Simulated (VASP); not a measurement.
Here is a VASP 6.6.1 calculation.

The input INCAR:

```
SYSTEM = BaTiO3
PREC = Accurate
ENCUT = 600
EDIFF = 1E-7
ISMEAR = 0
SIGMA = 0.02
LREAL = .False.
LASPH = .True.
NELM = 100
ALGO = Normal
ISIF = 4
LWAVE = .False.
LCHARG = .False.
GGA = PE
IBRION = 2
NSW = 50
EDIFFG = -0.01
```

Contents of KPOINTS:

```
regular mesh
0
Gamma
  8 8 8
  0 0 0
```

The input POSCAR:

```
BaTiO3
1.0
    3.9076576853      0.0000000000      0.0000000000
    0.0000000000      2.7884685802      2.7961807406
    0.0000000000     -2.7884685802      2.7961807406
Ba Ti O
1 1 3
Direct
    0.0000000000      0.0052931143      0.0052931143
    0.5000000000      0.5171350125      0.5171350125
    0.0000000000      0.4923993204      0.4923993204
    0.5000000000      0.4940376750      0.9873548777
    0.5000000000      0.9873548777      0.4940376750
```

Potentials or basis: VASP PAW PBE potentials, release 64 (Ba_sv, Ti_sv, O).

Run with:

```console
$ cat potpaw_PBE.64/Ba_sv/POTCAR potpaw_PBE.64/Ti_sv/POTCAR potpaw_PBE.64/O/POTCAR > POTCAR
$ mpirun -np 1 vasp_std > vasp.out
```

(1) Estimate the band gap on the k mesh.

Answers

(1) 1.90 eV (least direct gap 2.03 eV).

Caveat: spin-orbit coupling is left out, which moves the levels of the heavy elements.
